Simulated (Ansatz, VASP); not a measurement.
# BAs: VASP beside Ansatz

POSCAR

```
BAs
1.0
    0.0000000000      2.1974200000      2.1974200000
    2.1974200000      0.0000000000      2.1974200000
    2.1974200000      2.1974200000      0.0000000000
B As
1 1
Direct
    0.0000000000      0.0000000000      0.0000000000
    0.7500000000      0.7500000000      0.7500000000
```

The input INCAR.step1:

```
ALGO = Normal
EDIFF = 1E-4
ENCUT = 520
GGA = PE
ISMEAR = 0
LASPH = True
LCHARG = False
LREAL = False
LWAVE = True
NBANDS = 11
NELM = 60
PREC = Accurate
SIGMA = 0.05
```

The input INCAR.step2:

```
ALGO = Normal
EDIFF = 1E-7
ENCUT = 520
ISIF = 2
ISMEAR = 0
ISTART = 1
LASPH = True
LCHARG = False
LMIXTAU = True
LREAL = False
LWAVE = False
METAGGA = R2SCAN
NBANDS = 11
NELM = 60
PREC = Accurate
SIGMA = 0.05
```

Contents of KPOINTS:

```
k-points
0
Gamma
  10 10 10
```

Input for Ansatz:

```yaml
crystal:
  lattice:
    - [0.0, 2.19742, 2.19742]
    - [2.19742, 0.0, 2.19742]
    - [2.19742, 2.19742, 0.0]
  atoms:
    - { symbol: B, position: [0.0, 0.0, 0.0] }
    - { symbol: As, position: [0.75, 0.75, 0.75] }
basis:
  ecutwfc: 500
kpoints:
  mp_grid: { grid: [10, 10, 10] }
hamiltonian:
  xc: r2scan
scf:
  occupations: { method: gaussian, width: 0.05 }
output:
  forces: true
  stress: true
  eigenvalues: true
```

Change from the starting cell: strain -0.080 along x and y, -0.080 along z, atoms carried along.

Alike in both runs: task single point; functional r2SCAN; k mesh 10 × 10 × 10; occupations gaussian, width 0.05 eV; no spin polarisation.

|  | VASP | Ansatz |
| --- | --- | --- |
| version | VASP 6.6.1 | Ansatz 0.2.0 |
| potentials or method | VASP PAW PBE potentials, release 64 (B, As), cutoff 520 eV | scalar-relativistic, plane waves, PAW |
| valence electrons in the cell | 8 | 18 |

|  | VASP | Ansatz | Ansatz less VASP |
| --- | --- | --- | --- |
| gap on the k mesh at the Fermi level (eV) | 1.07 | 1.09 | +0.012 |
| least direct gap on the mesh (eV) | 3.80 | 3.80 | -0.003 |
| pressure (GPa) | 60.9 | 59.4 | -1.55 |

VASP's potentials were made for PBE, not for r2SCAN. Both programs put the cell under a high pressure, so it lies far from rest at this level. VASP's potentials hold 8 valence electrons a cell and Ansatz's 18, so a difference there can come from the potentials and not from the codes.

Noted on VASP's run: the cell as given lies far from equilibrium.
